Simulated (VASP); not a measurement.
La, 2 atoms in the cell. The structure is hexagonal, space group P6_3/mmc (No. 194). The conventional cell has a = 3.750 Å, b = 3.750 Å, c = 6.070 Å, α = 90.00°, β = 90.00°, γ = 120.00°. La (site symmetry -6m2) has 12 La at 3.73 to 3.75 Å within 4.9 Å. 

```yaml
Program: VASP 6.6.1
Task: single point
Functional: PBEsol
Potentials_or_basis: VASP PAW PBE potentials, release 64 (La)
Cutoff: 520 eV
k_mesh: 11 × 11 × 6
Occupations: fermi-dirac, width 0.05 eV
Spin: no spin polarisation
Dipole_correction: no
Further_INCAR_settings: ALGO = Normal; EDIFF = 1e-07; NBANDS = 18
```

Potentials or basis: VASP PAW PBE potentials, release 64 (La).

Run with:

```bash
$ cat potpaw_PBE.64/La/POTCAR > POTCAR
$ mpirun -np 1 vasp_std > vasp.out
```

Hardware: 1 thread of Intel(R) Xeon(R) Platinum 8559C (Emerald Rapids) (shared host).

Question: How long does it take, and how much memory?

Answer: Wall time 53 s on 1 thread of Intel(R) Xeon(R) Platinum 8559C (Emerald Rapids), on a shared host, peak memory 0.24 GiB. Counts: scf iterations 15, k points 64.
